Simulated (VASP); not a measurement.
Input of a VASP 6.6.1 run:

Contents of INCAR:

```
SYSTEM = NaF
PREC     = Accurate       ! precision mode
ENCUT    = 520            ! plane-wave cutoff, eV
EDIFF    = 1E-8           ! SCF threshold, eV
ISMEAR   = -1             ! smearing method
SIGMA    = 0.02           ! smearing width, eV
LREAL    = .False.        ! projectors in reciprocal space
LASPH    = .True.         ! aspherical terms in the spheres
NELM     = 60             ! most SCF steps
ALGO     = Normal         ! electronic algorithm
ISIF     = 2              ! what is computed and relaxed
LWAVE    = .False.        ! write WAVECAR
LCHARG   = .False.        ! write CHGCAR
GGA      = CA             ! functional
LEFG     = .True.       
NBANDS   = 14             ! bands
```

The input KPOINTS:

```
regular mesh
0
Gamma
  10 10 10
  0 0 0
```

Contents of POSCAR:

```
NaF
1.0
    0.0000000000      2.2758724064      2.2758724064
    2.2758724064      0.0000000000      2.2758724064
    2.2758724064      2.2758724064      0.0000000000
Na F
1 1
Direct
    0.0000000000      0.0000000000      0.0000000000
    0.5000000000      0.5000000000      0.5000000000
```

Potentials or basis: VASP PAW LDA potentials, release 64 (Na_pv, F).

Command:

```bash
$ cat potpaw_LDA.64/Na_pv/POTCAR potpaw_LDA.64/F/POTCAR > POTCAR
$ mpirun -np 1 vasp_std > vasp.out
```

**Question.** What does it give for the band gap on the k mesh?

**Answer.** 6.25 eV, direct.

**Question.** Predict the pressure.

**Answer.** -1.9 GPa.

Caveat: without QUAD_EFG the Cq values of the log hold for a quadrupole moment of 1 mb, not for the nuclei. A k mesh can miss the band edges.
